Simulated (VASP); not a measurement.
Write the native input for VASP 6.6.1 that does the following.

* Task: relaxation of shape and atoms at fixed volume
* Functional: PBE
* Potentials or basis: VASP PAW PBE potentials, release 64 (Sn_d, Se)
* Cutoff: 600 eV
* k mesh: 12 × 12 × 4
* Occupations: gaussian, width 0.02 eV
* Spin: no spin polarisation
* Dipole correction: no
* Further INCAR settings: ALGO = Normal; EDIFF = 1e-07; IBRION = 2; EDIFFG = -0.01; NSW = 50; ISIF = 4

The structure of SnSe2 lies in POSCAR:

```
SnSe2
1.0
    3.8255728730      0.0000000000      0.0000000000
   -1.9127864365      3.3130432920      0.0000000000
    0.0000000000      0.0000000000      6.7283186252
Sn Se
1 2
Direct
    0.0000000000      0.0000000000      0.0000000000
    0.3333333333      0.6666666667      0.2348732451
    0.6666666667      0.3333333333      0.7651267549
```

These files were run (other wordings do the same):

INCAR

```
  ALGO = Normal
  EDIFF = 1E-7
  EDIFFG = -0.01
  ENCUT = 600
  GGA = PE
  IBRION = 2
  ISIF = 4
  ISMEAR = 0
  LASPH = T
  LCHARG = F
  LREAL = F
  LWAVE = F
  NELM = 60
  NSW = 50
  PREC = Accurate
  SIGMA = 0.02
```

KPOINTS

```
k-points
0
Gamma
  12 12 4
```

Potentials or basis: VASP PAW PBE potentials, release 64 (Sn_d, Se).

Launch:

```bash
$ cat potpaw_PBE.64/Sn_d/POTCAR potpaw_PBE.64/Se/POTCAR > POTCAR
$ mpirun -np 1 vasp_std > vasp.out
```

Results of the run:

* Energy gained by relaxing: 5.1 meV/atom
* Ionic steps: 6
* Pressure after relaxing: 0.3 GPa
* Largest force after relaxing: 0.007 eV/Å
* Band gap on the k mesh: 0.68 eV (least direct gap 1.11 eV)

Caveat: semilocal functionals underestimate gaps, and a narrow one can read as zero; spin-orbit coupling is left out, which moves the levels of the heavy elements; this functional lacks dispersion, which binds layers or chains, so the pressure and a relaxed spacing across them are unreliable.

Wall time 4.7 min on 1 thread of Intel(R) Xeon(R) Platinum 8559C (Emerald Rapids) (shared host), peak memory 0.31 GiB.
